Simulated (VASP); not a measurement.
An input for VASP 6.6.1 (Co):

INCAR

```
SYSTEM = Co
PREC = Accurate
ENCUT = 520
ISMEAR = 0
SIGMA = 0.1
LREAL = .False.
LASPH = .True.
NELM = 150
ISPIN = 2
MAGMOM = 2.09 2.09
LMAXMIX = 4
NBANDS = 20
GGA = PE
ALGO = Normal
EDIFF = 1E-4
LWAVE = .True.
LCHARG = .False.
```

File KPOINTS:

```
Automatic mesh
0
Gamma
  6 6 6
  0 0 0
```

File POSCAR:

```
Co
1.0
    1.2318629817      0.7112164241      4.0415549326
   -1.2318629817      0.7112164241      4.0415549326
    0.0000000000     -1.4224328482      4.0415549326
Co
2
Direct
    0.2500012873      0.2500012873      0.2500012873
    0.7499987127      0.7499987127      0.7499987127
```

Potentials or basis: VASP PAW PBE potentials, release 64 (Co).

The run is started by

```sh
$ cat potpaw_PBE.64/Co/POTCAR > POTCAR
$ mpirun -np 1 vasp_std > vasp.out
```

Problem. How does this run end?

Solution. The run stopped without a result. It printed:

OUTCAR:

```text
SYSTEM = Co
   PREC = Accurate
   ENCUT = 520
   ISMEAR = 0
   LREAL = .False.
   LASPH = .True.
   NELM = 150
   ISPIN = 2
   GGA = PE
   EDIFF = 1E-4
[... 36 lines left out ...]
|     E        R     R  R     R  O     O  R     R     ###     ###     ###     |
|     E        R     R  R     R  O     O  R     R     ###     ###     ###     |
|     EEEEE    RRRRRR   RRRRRR   O     O  RRRRRR       #       #       #      |
|     E        R   R    R   R    O     O  R   R                               |
|     E        R    R   R    R   O     O  R    R      ###     ###     ###     |
|     EEEEEEE  R     R  R     R  OOOOOOO  R     R     ###     ###     ###     |
|                                                                             |
|     PRICELV: current lattice and primitive lattice are incommensurate       |
|     within SYMPREC.                                                         |
|                                                                             |
|       ---->  I REFUSE TO CONTINUE WITH THIS SICK JOB ... BYE!!! <----       |
|                                                                             |
 -----------------------------------------------------------------------------
```

On the terminal:

```text
POSCAR found type information on POSCAR Co
 POSCAR found :  1 types and       2 ions
[... 18 lines left out ...]

1
```
